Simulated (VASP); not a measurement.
# Si16Ge (a cell with a defect) in VASP: relaxation of the atoms with LDA

Aim: the relaxation of the atoms of Si16Ge (a cell with a defect) with LDA.

All numbers are computed with VASP 6.6.1; they aren't measurements. Logs are shortened: lines on timing, memory, paths and dates and some standing lists are left out, and cuts for length are marked.

### Step 1. The cell of the first run

The cell holds a defect, 17 atoms: a = 7.679 Å, b = 7.679 Å, c = 7.679 Å, α = 60.00°, β = 60.00°, γ = 60.00°.

### Step 2. Relaxation of the atoms, LDA

INCAR reads:

```
SYSTEM = Si16Ge
ALGO     = Normal         ! electronic algorithm
EDIFF    = 1E-7           ! SCF threshold, eV
EDIFFG   = -0.08          ! ionic threshold
ENCUT    = 520            ! plane-wave cutoff, eV
IBRION   = 2              ! ionic algorithm
ISIF     = 2              ! what is computed and relaxed
ISMEAR   = -1             ! smearing method
LASPH    = .True.         ! aspherical terms in the spheres
LCHARG   = .False.        ! write CHGCAR
LREAL    = Auto         
LWAVE    = .False.        ! write WAVECAR
NELM     = 100            ! most SCF steps
NSW      = 45             ! ionic steps
PREC     = Accurate       ! precision mode
SIGMA    = 0.05           ! smearing width, eV
```

KPOINTS reads:

```
k-points
0
Gamma
  2 2 2
  0 0 0
```

POSCAR reads:

```
Si16Ge
1.0
    0.0000000000      5.4300000000      5.4300000000
    5.4300000000      0.0000000000      5.4300000000
    5.4300000000      5.4300000000      0.0000000000
Si Ge
16 1
Direct
    0.0000000000      0.0000000000      0.0000000000
    0.1250000000      0.1250000000      0.1250000000
    0.0000000000      0.0000000000      0.5000000000
    0.1250000000      0.1250000000      0.6250000000
    0.0000000000      0.5000000000      0.0000000000
    0.1250000000      0.6250000000      0.1250000000
    0.0000000000      0.5000000000      0.5000000000
    0.1250000000      0.6250000000      0.6250000000
    0.5000000000      0.0000000000      0.0000000000
    0.6250000000      0.1250000000      0.1250000000
    0.5000000000      0.0000000000      0.5000000000
    0.6250000000      0.1250000000      0.6250000000
    0.5000000000      0.5000000000      0.0000000000
    0.6250000000      0.6250000000      0.1250000000
    0.5000000000      0.5000000000      0.5000000000
    0.6250000000      0.6250000000      0.6250000000
    0.3694201000      0.3636865000      0.3765233000
```

Potentials or basis: VASP PAW LDA potentials, release 64 (Si, Ge_d).

Command:

```console
cat potpaw_LDA.64/Si/POTCAR potpaw_LDA.64/Ge_d/POTCAR > POTCAR
mpirun -np 1 vasp_std > vasp.out
```

OUTCAR:

```text
SYSTEM = Si16Ge
   EDIFF = 1E-7
   EDIFFG = -0.08
   ENCUT = 520
   IBRION = 2
   ISIF = 2
   ISMEAR = -1
   LASPH = .True.
   LREAL = Auto
   NELM = 100
   NSW = 45
   PREC = Accurate

 ion  position               nearest neighbor table
   1  0.000  0.000  0.000-   2 2.35   4 2.35   6 2.35  10 2.35
   2  0.125  0.125  0.125-   1 2.35   3 2.35   5 2.35   9 2.35
   3  0.000  0.000  0.500-   2 2.35   4 2.35   8 2.35  12 2.35
   4  0.125  0.125  0.625-   1 2.35   3 2.35   7 2.35  11 2.35  17 2.62
   5  0.000  0.500  0.000-   2 2.35   6 2.35   8 2.35  14 2.35
   6  0.125  0.625  0.125-   1 2.35   5 2.35   7 2.35  13 2.35  17 2.70
   7  0.000  0.500  0.500-  17 2.32   6 2.35   8 2.35  16 2.35   4 2.35
   8  0.125  0.625  0.625-   3 2.35   5 2.35   7 2.35  15 2.35  17 2.77
   9  0.500  0.000  0.000-   2 2.35  10 2.35  12 2.35  14 2.35
  10  0.625  0.125  0.125-   1 2.35   9 2.35  11 2.35  13 2.35  17 2.66
  11  0.500  0.000  0.500-  17 2.28  10 2.35  12 2.35  16 2.35   4 2.35
  12  0.625  0.125  0.625-   3 2.35   9 2.35  11 2.35  15 2.35  17 2.74
  13  0.500  0.500  0.000-   6 2.35  10 2.35  14 2.35  16 2.35  17 2.36
  14  0.625  0.625  0.125-   5 2.35   9 2.35  13 2.35  15 2.35  17 2.81
  15  0.500  0.500  0.500-   8 2.35  12 2.35  14 2.35  16 2.35  17 2.45
  16  0.625  0.625  0.625-   7 2.35  11 2.35  13 2.35  15 2.35
  17  0.369  0.364  0.377-  11 2.28   7 2.32  13 2.36  15 2.45   4 2.62  10 2.66   6 2.70  12 2.74
                             8 2.77  14 2.81

  LATTYP: Found a face centered cubic cell.
 ALAT       =    10.8600000000

  Lattice vectors:

 A1 = (   0.0000000000,   5.4300000000,   5.4300000000)
 A2 = (   5.4300000000,   0.0000000000,   5.4300000000)
 A3 = (   5.4300000000,   5.4300000000,   0.0000000000)

Analysis of symmetry for initial positions (statically):
=====================================================================
 Subroutine PRICEL returns:
 Original cell was already a primitive cell.

 Routine SETGRP: Setting up the symmetry group for a
 face centered cubic supercell.

 Subroutine GETGRP returns: Found  1 space group operations
 (whereof  1 operations were pure point group operations)
 out of a pool of 48 trial point group operations.

The static configuration has the point symmetry C_1 .

Analysis of symmetry for dynamics (positions and initial velocities):
=====================================================================
 Subroutine PRICEL returns:
 Original cell was already a primitive cell.

 Routine SETGRP: Setting up the symmetry group for a
 face centered cubic supercell.

 Subroutine GETGRP returns: Found  1 space group operations
 (whereof  1 operations were pure point group operations)
 out of a pool of 48 trial point group operations.

The dynamic configuration has the point symmetry C_1 .

 Subroutine INISYM returns: Found  1 space group operations
 (whereof  1 operations are pure point group operations),
 and found     1 'primitive' translations

----------------------------------------------------------------------------------------

                                     Primitive cell

  volume of cell :     320.2060

  direct lattice vectors                    reciprocal lattice vectors
     0.000000000  5.430000000  5.430000000    -0.092081031  0.092081031  0.092081031
     5.430000000  0.000000000  5.430000000     0.092081031 -0.092081031  0.092081031
     5.430000000  5.430000000  0.000000000     0.092081031  0.092081031 -0.092081031

  length of vectors
     7.679179644  7.679179644  7.679179644     0.159489025  0.159489025  0.159489025

  position of ions in fractional coordinates (direct lattice)
     0.000000000  0.000000000  0.000000000
     0.125000000  0.125000000  0.125000000
     0.000000000  0.000000000  0.500000000
     0.125000000  0.125000000  0.625000000
     0.000000000  0.500000000  0.000000000
     0.125000000  0.625000000  0.125000000
[... 9 lines left out ...]
     0.625000000  0.625000000  0.625000000
     0.369420100  0.363686500  0.376523300

  ion indices of the primitive-cell ions
   primitive index   ion index
                 1           1
                 2           2
                 3           3
                 4           4
                 5           5
                 6           6
[... 9 lines left out ...]
                16          16
                17          17

----------------------------------------------------------------------------------------

 KPOINTS: k-points

Automatic generation of k-mesh.
 Grid dimensions read from file:
 generate k-points for:    2    2    2

 Generating k-lattice:

  Cartesian coordinates                     Fractional coordinates (reciprocal lattice)
    -0.046040516  0.046040516  0.046040516     0.500000000  0.000000000  0.000000000
     0.046040516 -0.046040516  0.046040516     0.000000000  0.500000000  0.000000000
     0.046040516  0.046040516 -0.046040516     0.000000000  0.000000000  0.500000000

  Length of vectors
     0.079744512  0.079744512  0.079744512

  Shift w.r.t. Gamma in fractional coordinates (k-lattice)
     0.000000000  0.000000000  0.000000000

 Subroutine IBZKPT returns following result:
 ===========================================

 Found      8 irreducible k-points:

 Following reciprocal coordinates:
            Coordinates               Weight
  0.000000  0.000000  0.000000      1.000000
  0.500000  0.000000  0.000000      1.000000
  0.000000  0.500000  0.000000      1.000000
  0.000000  0.000000  0.500000      1.000000
  0.500000  0.500000  0.500000      1.000000
  0.500000  0.500000  0.000000      1.000000
  0.000000  0.500000  0.500000      1.000000
  0.500000  0.000000  0.500000      1.000000
   k-points           NKPTS =      8   k-points in BZ     NKDIM =      8   number of bands    NBANDS=     48
   number of dos      NEDOS =    301   number of ions     NIONS =     17
   total plane-waves  NPLWV = 216000
   dimension x,y,z NGX =    60 NGY =   60 NGZ =   60
   dimension x,y,z NGXF=   120 NGYF=  120 NGZF=  120
   ions per type =              16   1
   NGX,Y,Z   is equivalent  to a cutoff of  12.99, 12.99, 12.99 a.u.
   NGXF,Y,Z  is equivalent  to a cutoff of  25.98, 25.98, 25.98 a.u.
 SYSTEM =  Si16Ge
   PREC   = accura    normal or accurate (medium, high low for compatibility)
   ISTART =      0    job   : 0-new  1-cont  2-samecut
   ICHARG =      2    charge: 1-file 2-atom 10-const
   ISPIN  =      1    spin polarized calculation?
   LNONCOLLINEAR =      F non collinear calculations
   LSORBIT =      F    spin-orbit coupling
   LASPH  =      T    aspherical Exc in radial PAW
   ENCUT  =  520.0 eV  38.22 Ry    6.18 a.u.  14.28 14.28 14.28*2*pi/ulx,y,z
   NELM   =    100;   NELMIN=  2; NELMDL= -5     # of ELM steps
   EDIFF  = 0.1E-06   stopping-criterion for ELM
   LREAL  =      T    real-space projection
   EDIFFG = -.8E-01   stopping-criterion for IOM
   NSW    =     45    number of steps for IOM
   IBRION =      2    ionic relax: 0-MD 1-quasi-New 2-CG
   NFREE  =      1    steps in history (QN), initial steepest desc. (CG)
   ISIF   =      2    stress and relaxation
   ISYM   =      2    0-nonsym 1-usesym 2-fastsym
   POTIM  = 0.5000    time-step for ionic-motion
   TEBEG  =    0.0;   TEEND  =   0.0 temperature during run
   PSTRESS=    0.0 pullay stress
   NELECT =      78.0000    total number of electrons
   NUPDOWN=      -1.0000    fix difference up-down
   EMIN   =  10.00;   EMAX   =-10.00  energy-range for DOS
   EFERMI =   0.00;   METHOD = LEGACY
   ISMEAR =    -1;   SIGMA  =   0.05  broadening in eV -4-tet -1-fermi 0-gaus
   EFERMI_NEDOS =   21; number of points for ismear=-14 and -15
   IALGO  =     38    algorithm
   IMIX   =      4    mixing-type and parameters
     AMIX     =   0.40;   BMIX     =  1.00
     AMIX_MAG =   1.60;   BMIX_MAG =  1.00
  volume/ion in A,a.u.               =      18.84       127.11
  Fermi-wavevector in a.u.,A,eV,Ry     =   1.022421  1.932096 14.222785  1.045345
  Thomas-Fermi vector in A             =   2.156100
   LORBIT       =      0    0 simple, 1 ext, 2 COOP (PROOUT), +10 PAW based schemes
   GGA     = CA    functional components
   LHFCALC =     F    Hartree Fock is set to
   AEXX    =    0.0000 exact exchange contribution
   IVDW    =     0    specifies the selected vdW correction
   LEPSILON=     F    determine dielectric tensor
   LRPA    =     F    only Hartree local field effects (RPA)
 conjugate gradient relaxation of ions
 non-spin polarized calculation
  energy-cutoff  :      520.00
  volume of cell :      320.21
 maximum number of plane-waves:      8646
 NGX is ok and might be reduce to    60
   NGX = 29   NGY = 29   NGZ = 29

--------------------------------------- Ionic step        1  -------------------------------------------

 number of electron      78.0000004 magnetization

 Free energy of the ion-electron system (eV)
  ---------------------------------------------------
  ext. energy  EPLUGINS =         0.00000000
  ---------------------------------------------------
  free energy    TOTEN  =       -96.18867129 eV

  energy without entropy =      -96.15440677  energy(sigma->0) =      -96.17153903

------------------------ aborting loop because EDIFF is reached ----------------------------------------

  FORCE on cell =-STRESS in cart. coord.  units (eV):
  Direction    XX          YY          ZZ          XY          YZ          ZX
  --------------------------------------------------------------------------------------
  -------------------------------------------------------------------------------------
  Total        7.8427754      7.8478731      7.8337266     -1.3999878     -0.7967881     -0.2730859
  in kB       39.2419767     39.2674837     39.1967005     -7.0049552     -3.9867951     -1.3664079
  external PRESSURE =      39.2353870 kB  Pullay stress =       0.0000000 kB
[... 291 lines left out ...]
  energy  without entropy=      -96.4964719998  energy(sigma->0) =      -96.51370540

--------------------------------------- Ionic step        7  -------------------------------------------

 number of electron      78.0000002 magnetization

 Free energy of the ion-electron system (eV)
  ---------------------------------------------------
  ext. energy  EPLUGINS =         0.00000000
  ---------------------------------------------------
  free energy    TOTEN  =       -96.53139680 eV

  energy without entropy =      -96.49698281  energy(sigma->0) =      -96.51418980

 E-fermi :   6.7674     XC(G=0):  -9.9319

 val. band max:        6.5709108517   @ k =   0.0000   0.0000   0.0000
 cond. band min:       6.8014434355   @ k =   0.0000   0.0000   0.0000
 fundamental gap:      0.2305325837
 Fermi energy:         6.7673978689

 k-point     1 :       0.0000    0.0000    0.0000
  band No.  band energies     occupation
      1     -18.4460      2.00000
      2     -18.4459      2.00000
      3     -18.4455      2.00000
      4     -18.4317      2.00000
      5     -18.4317      2.00000
      6      -6.6057      2.00000
[... 441 lines left out ...]
  FREE ENERGIE OF THE ION-ELECTRON SYSTEM (eV)
  ---------------------------------------------------
  free  energy   TOTEN  =       -96.5313967953 eV

  energy  without entropy=      -96.4969828101  energy(sigma->0) =      -96.51418980

 reached required accuracy - stopping structural energy minimisation
```

It took 25 min on 1 thread of Oxide Virtual Turin-like, shared host; peak memory 0.37 GiB.

What came out:

| Item | Value |
| --- | --- |
| Free energy | -96.5314 eV |
| Energy gained by relaxing | 20.2 meV/atom |
| Ionic steps | 7 |
| Pressure after relaxing | 3.0 GPa |
| Largest force after relaxing | 0.047 eV/Å |
| Band gap on the k mesh | zero (bands 39 and 40 overlap by 0.30 eV) |

Forces on the atoms (eV/Å):
```
Si  -0.019 -0.022 -0.010
Si   0.003  0.000  0.005
Si   0.020  0.018  0.007
Si  -0.003  0.007  0.008
Si   0.005  0.008  0.006
Si   0.010  0.014 -0.001
Si  -0.005 -0.015 -0.027
Si  -0.012 -0.019 -0.013
Si   0.005  0.009  0.013
Si   0.011  0.013 -0.008
Si   0.003 -0.021 -0.005
Si  -0.023 -0.010 -0.021
Si  -0.033 -0.029  0.005
Si  -0.010 -0.013 -0.014
Si   0.013  0.015  0.007
Si   0.013  0.026  0.013
Ge   0.022  0.020  0.036
```

The path:
```csv
step,energy change (eV),largest force (eV/Å),pressure (GPa)
1,0.0000,1.9417,3.92
2,-0.3274,0.3426,3.00
3,-0.3279,0.3586,2.98
4,-0.3399,0.1453,2.94
5,-0.3399,0.1438,2.94
6,-0.3423,0.0862,2.95
7,-0.3427,0.0466,2.95
```

Final structure:
```
Si Ge
1.0
     0.00000    5.43000    5.43000
     5.43000    0.00000    5.43000
     5.43000    5.43000    0.00000
Si Ge
16 1
Direct
  0.00081 0.00067 0.00106
  0.12510 0.12514 0.12501
  0.00049 0.00039 0.49789
  0.12034 0.12012 0.62974
  0.00036 0.49821 0.00049
  0.12031 0.62949 0.12055
  0.98831 0.50410 0.50393
  0.12044 0.62922 0.62932
  0.49808 0.00032 0.00056
  0.62960 0.12012 0.12058
  0.50457 0.98685 0.50445
  0.62932 0.12025 0.62937
  0.50341 0.50343 0.98999
  0.62918 0.62913 0.12067
  0.50233 0.50228 0.50232
  0.62360 0.62239 0.62525
  0.37316 0.37159 0.37533
```

Caveat: the k points lie up to 0.50 Å⁻¹ apart; the relaxation stopped at a loose force limit of 0.08 eV/Å, so its end isn't a converged minimum.

The gap in the log of VASP goes by the Fermi energy; the results here count the filled bands.